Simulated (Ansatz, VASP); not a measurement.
## One calculation of TiTe, two programs

File INCAR:

```
ALGO     = Normal         # electronic algorithm
EDIFF    = 1E-6           # SCF threshold, eV
EDIFFG   = -0.005         # ionic threshold
ENCUT    = 600            # plane-wave cutoff, eV
GGA      = PE             # functional
IBRION   = 2              # ionic algorithm
ISIF     = 3              # what is computed and relaxed
ISMEAR   = -1             # smearing method
LASPH    = T              # aspherical terms in the spheres
LCHARG   = F              # write CHGCAR
LREAL    = F              # projectors in reciprocal space
LWAVE    = F              # write WAVECAR
NELM     = 60             # most SCF steps
NSW      = 100            # ionic steps
PREC     = Accurate       # precision mode
SIGMA    = 0.03           # smearing width, eV
```

File KPOINTS:

```
k-points
0
Gamma
  10 10 10
```

File POSCAR:

```
TiTe
1.0
    0.0000000000      3.2139672296      3.2139672296
    3.2139672296      0.0000000000      3.2139672296
    3.2139672296      3.2139672296      0.0000000000
Ti Te
1 1
Direct
    0.0000000000      0.0000000000      0.0000000000
    0.2500000000      0.2500000000      0.2500000000
```

Input for Ansatz:

```yaml
crystal:
  lattice:
    - [0.0, 3.2139672296, 3.2139672296]
    - [3.2139672296, 0.0, 3.2139672296]
    - [3.2139672296, 3.2139672296, 0.0]
  atoms:
    - { symbol: Ti, position: [0.0, 0.0, 0.0] }
    - { symbol: Te, position: [0.25, 0.25, 0.25] }
kpoints:
  mp_grid: { grid: [10, 10, 10] }
scf:
  occupations: { method: fermi_dirac, width: 0.03 }
hamiltonian:
  xc: pbe
  pseudopotentials: { kind: paw }
output:
  forces: true
  stress: true
relax:
  f_tol: 0.005
  max_steps: 80
  cell: {}
```

Alike in both runs: task relaxation of cell and atoms; functional PBE; k mesh 10 × 10 × 10; occupations fermi-dirac, width 0.03 eV; no spin polarisation.

```csv
,VASP,Ansatz
version,VASP 6.6.1,Ansatz 0.2.0
potentials or method,"VASP PAW PBE potentials, release 64 (Ti_sv, Te)","PAW with Ansatz's default frozen-core files, scalar-relativistic"
plane-wave cutoff (eV),600,420
valence electrons in the cell,18,28
```

```tsv
	VASP	Ansatz	Ansatz less VASP
relaxed volume (Å³/atom)	30.52	30.52	+0.006
relaxed length of the cell vector where the two differ most in proportion (Å)	4.419	4.420	+0.0003
```

VASP's potentials hold 18 valence electrons a cell and Ansatz's 28, so a difference there can come from the potentials and not from the codes.

Spin-orbit coupling is off throughout.
